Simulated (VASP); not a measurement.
# MgO in VASP: a series of runs

The runs below take MgO through single point, with PBE0, r2SCAN.

Everything below comes from runs of VASP 6.6.1. Logs are shortened: lines on timing, memory, paths and dates and some standing lists are left out, and cuts for length are marked.

## (1) The cell of the first run

The structure is hexagonal, space group P-6m2 (No. 187). Conventional cell: a = 2.918 Å, b = 2.918 Å, c = 2.662 Å, α = 90.00°, β = 90.00°, γ = 120.00°. Mg (site symmetry -6m2) has 6 O at 2.15 Å and 2 Mg at 2.66 Å within 2.8 Å. O (site symmetry -6m2) has 6 Mg at 2.15 Å and 2 O at 2.66 Å within 2.8 Å.

## (2) Single point, PBE0

Contents of POSCAR:

```
MgO
1.0
    2.9183020482      0.0000000000      0.0000000000
   -1.4591510241      2.5273237096      0.0000000000
    0.0000000000      0.0000000000      2.6616950286
Mg O
1 1
Direct
    0.0000000000      0.0000000000      0.0000000000
    0.3333333333      0.6666666667      0.5000000000
```

Contents of INCAR.step1:

```
SYSTEM = MgO
PREC     = Accurate       ! precision mode
ENCUT    = 520            ! plane-wave cutoff, eV
EDIFF    = 1E-5           ! SCF threshold, eV
ISMEAR   = -1             ! smearing method
SIGMA    = 0.05           ! smearing width, eV
LREAL    = .FALSE.        ! projectors in reciprocal space
LASPH    = .TRUE.         ! aspherical terms in the spheres
NELM     = 80             ! most SCF steps
ALGO     = Normal         ! electronic algorithm
ISIF     = 2              ! what is computed and relaxed
LWAVE    = .TRUE.         ! write WAVECAR
LCHARG   = .FALSE.        ! write CHGCAR
GGA      = PE             ! functional
NBANDS   = 11             ! bands
```

Contents of INCAR.step2:

```
SYSTEM = MgO
PREC     = Accurate       ! precision mode
ENCUT    = 520            ! plane-wave cutoff, eV
EDIFF    = 1E-6           ! SCF threshold, eV
ISMEAR   = -1             ! smearing method
SIGMA    = 0.05           ! smearing width, eV
LREAL    = .FALSE.        ! projectors in reciprocal space
LASPH    = .TRUE.         ! aspherical terms in the spheres
NELM     = 80             ! most SCF steps
ALGO     = Normal         ! electronic algorithm
ISIF     = 2              ! what is computed and relaxed
LWAVE    = .FALSE.        ! write WAVECAR
LCHARG   = .FALSE.        ! write CHGCAR
GGA      = PE             ! functional
LHFCALC  = .TRUE.         ! exact exchange
AEXX     = 0.25           ! exact-exchange fraction
PRECFOCK = Normal       
ISTART   = 1            
NBANDS   = 11             ! bands
```

Contents of KPOINTS:

```
regular mesh
0
G
  6 6 6
  0 0 0
```

Potentials or basis: VASP PAW PBE potentials, release 64 (Mg, O).

Launch:

```
> cat potpaw_PBE.64/Mg/POTCAR potpaw_PBE.64/O/POTCAR > POTCAR
> cp INCAR.step1 INCAR
> mpirun -np 1 vasp_std > vasp.out
> cp INCAR.step2 INCAR
> mpirun -np 1 vasp_std > vasp.out
```

OUTCAR:

```text
SYSTEM = MgO
   PREC = Accurate
   ENCUT = 520
   EDIFF = 1E-6
   ISMEAR = -1
   LREAL = .FALSE.
   LASPH = .TRUE.
   NELM = 80
   ISIF = 2
   GGA = PE
   LHFCALC = .TRUE.
   AEXX = 0.25
   PRECFOCK = Normal
   ISTART = 1

 ion  position               nearest neighbor table
   1  0.000  0.000  0.000-   2 2.15   2 2.15   2 2.15   2 2.15   2 2.15   2 2.15
   2  0.333  0.667  0.500-   1 2.15   1 2.15   1 2.15   1 2.15   1 2.15   1 2.15

  LATTYP: Found a hexagonal cell.
 ALAT       =     2.9183020482
 C/A-ratio  =     0.9120697531

  Lattice vectors:

 A1 = (   2.9183020482,   0.0000000000,   0.0000000000)
 A2 = (  -1.4591510241,   2.5273237096,   0.0000000000)
 A3 = (   0.0000000000,   0.0000000000,   2.6616950286)

Analysis of symmetry for initial positions (statically):
=====================================================================
 Subroutine PRICEL returns:
 Original cell was already a primitive cell.

 Routine SETGRP: Setting up the symmetry group for a
 hexagonal supercell.

 Subroutine GETGRP returns: Found 12 space group operations
 (whereof 12 operations were pure point group operations)
 out of a pool of 24 trial point group operations.

The static configuration has the point symmetry D_3h.

Analysis of symmetry for dynamics (positions and initial velocities):
=====================================================================
 Subroutine PRICEL returns:
 Original cell was already a primitive cell.

 Routine SETGRP: Setting up the symmetry group for a
 hexagonal supercell.

 Subroutine GETGRP returns: Found 12 space group operations
 (whereof 12 operations were pure point group operations)
 out of a pool of 24 trial point group operations.

The dynamic configuration has the point symmetry D_3h.

 Subroutine INISYM returns: Found 12 space group operations
 (whereof 12 operations are pure point group operations),
 and found     1 'primitive' translations

----------------------------------------------------------------------------------------

                                     Primitive cell

  volume of cell :      19.6313

  direct lattice vectors                    reciprocal lattice vectors
     2.918302048  0.000000000  0.000000000     0.342665010  0.197837736  0.000000000
    -1.459151024  2.527323710  0.000000000     0.000000000  0.395675471  0.000000000
     0.000000000  0.000000000  2.661695029     0.000000000  0.000000000  0.375700442

  length of vectors
     2.918302048  2.918302048  2.661695029     0.395675471  0.395675471  0.375700442

  position of ions in fractional coordinates (direct lattice)
     0.000000000  0.000000000  0.000000000
[... 91 lines left out ...]
   EMIN   =  10.00;   EMAX   =-10.00  energy-range for DOS
   EFERMI =   0.00;   METHOD = LEGACY
   ISMEAR =    -1;   SIGMA  =   0.05  broadening in eV -4-tet -1-fermi 0-gaus
   EFERMI_NEDOS =   21; number of points for ismear=-14 and -15
   IALGO  =     38    algorithm
   IMIX   =      1    mixing-type and parameters
     AMIX     =   0.40;   BMIX     =  1.00
     AMIX_MAG =   1.60;   BMIX_MAG =  1.00
  volume/ion in A,a.u.               =       9.82        66.24
  Fermi-wavevector in a.u.,A,eV,Ry     =   1.213729  2.293615 20.043257  1.473138
  Thomas-Fermi vector in A             =   2.349172
   LORBIT       =      0    0 simple, 1 ext, 2 COOP (PROOUT), +10 PAW based schemes
   GGA     = PE    functional components
   LHFCALC =     T    Hartree Fock is set to
   PRECFOCK=normal    Normal, Fast or Accurate (Low or Medium for compatibility)
   ENCUT4O =  -1.0   cutoff for four orbital integrals eV
   NKREDX  =     1    reduce k-point grid by
   NKREDY  =     1    reduce k-point grid by
   NKREDZ  =     1    reduce k-point grid by
   AEXX    =    0.2500 exact exchange contribution
   HFSCREEN=    0.0000 screening length (either q_TF or 0.3 A-1)
   HFSCREENC=   0.0000 screening length for correlation (either q_TF or 0.3 A-1)
   ENCUTFOCK=  -1.0 apply spherical cutoff to Coloumb kernel
   IVDW    =     0    specifies the selected vdW correction
   LEPSILON=     F    determine dielectric tensor
   LRPA    =     F    only Hartree local field effects (RPA)
 non-spin polarized calculation
  energy-cutoff  :      520.00
  volume of cell :       19.63
 maximum number of plane-waves:       549
 NGX is ok and might be reduce to    24
  NGX = 18; NGY = 18; NGZ = 16

 number of electron       7.9999994 magnetization

 Free energy of the ion-electron system (eV)
  ---------------------------------------------------
  ext. energy  EPLUGINS =         0.00000000
  ---------------------------------------------------
  free energy    TOTEN  =       -14.05421460 eV

  energy without entropy =      -14.05421460  energy(sigma->0) =      -14.05421460

 E-fermi :   2.9844     XC(G=0):  -8.4957

 val. band max:        1.8696205054   @ k =   0.3333   0.3333   0.0000
 cond. band min:       7.3451524986   @ k =   0.0000   0.0000   0.0000
 fundamental gap:      5.4755319932
 Fermi energy:         2.9843502550

 k-point     1 :       0.0000    0.0000    0.0000
  band No.  band energies     occupation
      1     -17.2667      2.00000
      2       1.2275      2.00000
      3       1.2275      2.00000
      4       1.4386      2.00000
      5       7.3452      0.00000
      6      16.4167      0.00000
      7      20.3309      0.00000
      8      20.3309      0.00000
      9      24.6887      0.00000
     10      26.1732      0.00000
     11      27.8423      0.00000
[... 309 lines left out ...]
 k-point    24 :       0.3333    0.0000    0.5000
  band No.  band energies     occupation
      1     -15.5252      2.00000
      2      -2.7110      2.00000
      3      -1.0460      2.00000
      4       1.1495      2.00000
      5      11.0450      0.00000
      6      15.9180      0.00000
      7      19.5435      0.00000
      8      19.7525      0.00000
      9      20.4068      0.00000
     10      26.5171      0.00000
     11      26.7511      0.00000

 [... further k-points ...]
[... 5 lines left out ...]
  --------------------------------------------------------------------------------------
  -------------------------------------------------------------------------------------
  Total       -0.3673734     -0.3673734     -0.4488672     -0.0000000      0.0000000      0.0000000
  in kB      -29.9825692    -29.9825692    -36.6335537     -0.0000000      0.0000000      0.0000000
  external PRESSURE =     -32.1995640 kB  Pullay stress =       0.0000000 kB

 VOLUME and BASIS-vectors are now :
 -----------------------------------------------------------------------------
  energy-cutoff  :      520.00
  volume of cell :       19.63
      direct lattice vectors                 reciprocal lattice vectors
     2.918302048  0.000000000  0.000000000     0.342665010  0.197837736  0.000000000
    -1.459151024  2.527323710  0.000000000     0.000000000  0.395675471  0.000000000
     0.000000000  0.000000000  2.661695029     0.000000000  0.000000000  0.375700442

 POSITION                                       TOTAL-FORCE (eV/Angst)
 -----------------------------------------------------------------------------------
      0.00000      0.00000      0.00000        -0.000000      0.000000      0.000000
     -0.00000      1.68488      1.33085         0.000000      0.000000      0.000000
 -----------------------------------------------------------------------------------
    total drift:                               -0.000000      0.000000     -0.000000

  FREE ENERGIE OF THE ION-ELECTRON SYSTEM (eV)
  ---------------------------------------------------
  free  energy   TOTEN  =       -14.0542146006 eV

  energy  without entropy=      -14.0542146005  energy(sigma->0) =      -14.05421460
```

Run time: 7.4 min. Hardware: 1 thread of Intel Xeon 6975P-C (Granite Rapids), shared host; peak memory 0.16 GiB.

What came out:

```
Free energy            : -14.0542 eV
Pressure               : -3.2 GPa
Band gap on the k mesh : 5.48 eV (least direct gap 5.91 eV)
```

Levels at points of the mesh, in eV from the valence-band top:
| k point | band 2 | band 3 | band 4 | band 5 | band 6 | band 7 |
| --- | --- | --- | --- | --- | --- | --- |
| (0.00, 0.00, 0.00) | -0.64 | -0.64 | -0.43 | 5.48 | 14.55 | 18.46 |
| (0.50, 0.00, 0.00) | -5.32 | -1.44 | -0.05 | 9.15 | 13.66 | 15.94 |
| (0.00, 0.00, 0.50) | -5.81 | -0.09 | -0.09 | 11.04 | 11.92 | 20.48 |
| (0.50, 0.00, 0.50) | -4.08 | -3.69 | -0.91 | 8.28 | 14.18 | 17.21 |

Caveat: the cell stands under tension; the PAW data sets were made with another functional, which shifts forces and pressure a little.

## (3) Single point, PBE0

This run uses another cell than the first one, of 10.02 Å³/atom.

Contents of POSCAR:

```
MgO
1.0
    2.9380209034      0.0000000000      0.0000000000
   -1.4690104517      2.5444007392      0.0000000000
    0.0000000000      0.0000000000      2.6796800000
Mg O
1 1
Direct
    0.0000000000      0.0000000000      0.0000000000
    0.3333333333      0.6666666667      0.5000000000
```

Contents of INCAR.step1:

```
PREC = Accurate ; ENCUT = 520
EDIFF = 1E-5 ; ISMEAR = -1
SIGMA = 0.05 ; LREAL = F
LASPH = T ; NELM = 60
ALGO = Normal ; ISIF = 2
LWAVE = T ; LCHARG = F
GGA = PE ; NBANDS = 11
```

Contents of INCAR.step2:

```
PREC = Accurate ; ENCUT = 520
EDIFF = 1E-7 ; ISMEAR = -1
SIGMA = 0.05 ; LREAL = F
LASPH = T ; NELM = 60
ALGO = Normal ; ISIF = 2
LWAVE = F ; LCHARG = F
GGA = PE ; LHFCALC = T
AEXX = 0.25 ; PRECFOCK = Normal
ISTART = 1 ; NBANDS = 11
```

Contents of KPOINTS:

```
regular mesh
0
Gamma
  6 6 6
```

Potentials or basis: VASP PAW PBE potentials, release 64 (Mg, O).

Launch:

```
> cat potpaw_PBE.64/Mg/POTCAR potpaw_PBE.64/O/POTCAR > POTCAR
> cp INCAR.step1 INCAR
> mpirun -np 1 vasp_std > vasp.out
> cp INCAR.step2 INCAR
> mpirun -np 1 vasp_std > vasp.out
```

It took 8.5 min on 1 thread of Intel Xeon 6975P-C (Granite Rapids), shared host; peak memory 0.14 GiB.

The run converged. Its results:

| Property | Result |
| --- | --- |
| Free energy | -14.0431 eV |
| Pressure | -6.0 GPa |
| Band gap on the k mesh | 5.30 eV (least direct gap 5.73 eV) |

Stress tensor (GPa, compression positive):
```
-5.56  0.00  0.00
 0.00 -5.56  0.00
 0.00  0.00 -6.93
```

Levels at points of the mesh, in eV from the valence-band top:
```csv
k point,band 1,band 2,band 3,band 4,band 5,band 6,band 7,band 8
"(0.00, 0.00, 0.00)",-19.03,-0.63,-0.63,-0.43,5.30,14.46,18.27,18.27
"(0.50, 0.00, 0.00)",-17.94,-5.22,-1.42,-0.05,9.03,13.41,15.78,20.85
"(0.00, 0.00, 0.50)",-17.91,-5.71,-0.09,-0.09,10.84,11.74,20.31,20.31
"(0.50, 0.00, 0.50)",-17.14,-4.01,-3.62,-0.89,8.21,14.03,16.91,17.92
```

Caveat: the cell stands under tension; the PAW data sets were made with another functional, which shifts forces and pressure a little. A k mesh can miss the band edges.

[end of part 1 of 2]
